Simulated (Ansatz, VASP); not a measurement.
# SiO2: VASP beside Ansatz

Contents of INCAR:

```
SYSTEM = SiO2
PREC     = Accurate       ! precision mode
ENCUT    = 520            ! plane-wave cutoff, eV
EDIFF    = 1E-7           ! SCF threshold, eV
ISMEAR   = 0              ! smearing method
SIGMA    = 0.05           ! smearing width, eV
LREAL    = .FALSE.        ! projectors in reciprocal space
LASPH    = .TRUE.         ! aspherical terms in the spheres
NELM     = 60             ! most SCF steps
ALGO     = Normal         ! electronic algorithm
ISIF     = 2              ! what is computed and relaxed
LWAVE    = .FALSE.        ! write WAVECAR
LCHARG   = .TRUE.         ! write CHGCAR
GGA      = PS             ! functional
LELF     = .TRUE.         ! ELF
LVHAR    = .TRUE.       
NBANDS   = 34             ! bands
```

File KPOINTS:

```
Automatic mesh
0
G
  6 6 4
  0 0 0
```

File POSCAR:

```
SiO2
1.0
    5.3850360985      0.0000000000      0.0000000000
   -2.6925180492      4.6635780616      0.0000000000
    0.0000000000      0.0000000000      5.5583697557
Si O
3 6
Direct
    0.0000000000      0.5000000000      0.3333333333
    0.5000000000      0.5000000000      0.6666666667
    0.5000000000      0.0000000000      0.0000000000
    0.5845091965      0.7922545982      0.8333333333
    0.7922545982      0.5845091965      0.5000000000
    0.7922545982      0.2077454018      0.1666666667
    0.4154908035      0.2077454018      0.8333333333
    0.2077454018      0.4154908035      0.5000000000
    0.2077454018      0.7922545982      0.1666666667
```

Input for Ansatz:

```yaml
crystal:
  lattice:
    - [5.3850360985, 0.0, 0.0]
    - [-2.6925180492, 4.6635780616, 0.0]
    - [0.0, 0.0, 5.5583697557]
  atoms:
    - { symbol: Si, position: [0.0, 0.5, 0.3333333333] }
    - { symbol: Si, position: [0.5, 0.5, 0.6666666667] }
    - { symbol: Si, position: [0.5, 0.0, 0.0] }
    - { symbol: O, position: [0.5845091965, 0.7922545982, 0.8333333333] }
    - { symbol: O, position: [0.7922545982, 0.5845091965, 0.5] }
    - { symbol: O, position: [0.7922545982, 0.2077454018, 0.1666666667] }
    - { symbol: O, position: [0.4154908035, 0.2077454018, 0.8333333333] }
    - { symbol: O, position: [0.2077454018, 0.4154908035, 0.5] }
    - { symbol: O, position: [0.2077454018, 0.7922545982, 0.1666666667] }
basis:
  ecutwfc: 420
kpoints:
  mp_grid: { grid: [6, 6, 4] }
hamiltonian:
  xc: pbesol
scf:
  occupations: { method: gaussian, width: 0.05 }
output:
  forces: true
  stress: true
  eigenvalues: true
```

Change from the starting cell: strain +0.0600 x Voigt [1, 1, 0, 0, 0, 0], atoms carried along.

Alike in both runs: task single point; functional PBEsol; k mesh 6 × 6 × 4; occupations gaussian, width 0.05 eV; no spin polarisation.

|  | VASP | Ansatz |
| --- | --- | --- |
| version | VASP 6.6.1 | Ansatz 0.2.0 |
| potentials or method | VASP PAW PBE potentials, release 64 (Si, O), cutoff 520 eV | scalar-relativistic, plane waves, PAW |
| valence electrons in the cell | 48 | 48 |

|  | VASP | Ansatz | Ansatz less VASP |
| --- | --- | --- | --- |
| gap on the k mesh at the Fermi level (eV) | 4.63 | 4.63 | +0.004 |
| least direct gap on the mesh (eV) | 4.91 | 4.91 | 0.000 |
| pressure (GPa) | -16.3 | -16.6 | -0.27 |
| traceless stress, the component that is largest in VASP (GPa) | 3.06 | 3.06 | 0.000 |
| rms of the force components (eV/Å) | 0.370 | 0.369 | -0.0009 |

VASP's potentials were made for PBE, not for PBEsol. Atom by atom the forces differ by 0.001 eV/Å (rms over components).
